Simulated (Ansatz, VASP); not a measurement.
# Te2Mo: VASP beside Ansatz

The input INCAR:

```
ALGO     = Normal         # electronic algorithm
EDIFF    = 1E-6           # SCF threshold, eV
ENCUT    = 520            # plane-wave cutoff, eV
GGA      = PE             # functional
ISIF     = 2              # what is computed and relaxed
ISMEAR   = 0              # smearing method
LASPH    = True           # aspherical terms in the spheres
LCHARG   = False          # write CHGCAR
LREAL    = False          # projectors in reciprocal space
LWAVE    = False          # write WAVECAR
NBANDS   = 35             # bands
NELM     = 100            # most SCF steps
PREC     = Accurate       # precision mode
SIGMA    = 0.05           # smearing width, eV
```

KPOINTS

```
k-points
0
Gamma
  9 9 1
```

POSCAR

```
Te2Mo
1.0
    3.5549909197      0.0000000000      0.0000000000
   -1.7774954599      3.0787124467      0.0000000000
    0.0000000000      0.0000000000     35.0365360304
Te Mo
4 2
Direct
    0.3333333333      0.6666666667      0.4507389091
    0.3219971581      0.6666666667      0.9483984951
    0.3446695086      0.6666666667      0.0516015049
    0.3333333333      0.6666666667      0.5492610909
    0.0000000000      0.0000000000      0.0000000000
    0.0000000000      0.0000000000      0.5000000000
```

Input for Ansatz:

```yaml
crystal:
  lattice:
    - [3.5549909197, 0.0, 0.0]
    - [-1.7774954599, 3.0787124467, 0.0]
    - [0.0, 0.0, 35.0365360304]
  atoms:
    - { symbol: Te, position: [0.3333333333, 0.6666666667, 0.4507389091] }
    - { symbol: Te, position: [0.3219971581, 0.6666666667, 0.9483984951] }
    - { symbol: Te, position: [0.3446695086, 0.6666666667, 0.0516015049] }
    - { symbol: Te, position: [0.3333333333, 0.6666666667, 0.5492610909] }
    - { symbol: Mo, position: [0.0, 0.0, 0.0] }
    - { symbol: Mo, position: [0.0, 0.0, 0.5] }
basis:
  ecutwfc: 420
kpoints:
  mp_grid: { grid: [9, 9, 1] }
hamiltonian:
  xc: pbe
  pseudopotentials: { kind: paw, azcp: { folder: soft_1 } }
scf:
  occupations: { method: gaussian, width: 0.05 }
output:
  forces: true
  stress: true
  eigenvalues: true
```

Change from the starting cell: mode 7 frozen in at -0.040 Å and mode 12 at +0.082 Å (largest displacements).

Alike in both runs: task single point; functional PBE; k mesh 9 × 9 × 1; occupations gaussian, width 0.05 eV; no spin polarisation.

|  | VASP | Ansatz |
| --- | --- | --- |
| version | VASP 6.6.1 | Ansatz 0.2.0 |
| potentials or method | VASP PAW PBE potentials, release 64 (Te, Mo_sv), cutoff 520 eV | scalar-relativistic, plane waves, PAW |
| valence electrons in the cell | 52 | 92 |

|  | VASP | Ansatz | Ansatz less VASP |
| --- | --- | --- | --- |
| gap on the k mesh at the Fermi level (eV) | 0.79 | 0.80 | +0.008 |
| least direct gap on the mesh (eV) | 0.79 | 0.80 | +0.008 |
| rms of the force components (eV/Å) | 0.421 | 0.414 | -0.0065 |

Atom by atom the forces differ by 0.008 eV/Å (rms over components). With one functional, cell and mesh, what is left measures potentials, basis and numerics. VASP's potentials hold 52 valence electrons a cell and Ansatz's 92, so a difference there can come from the potentials and not from the codes.

Spin-orbit coupling is off throughout.
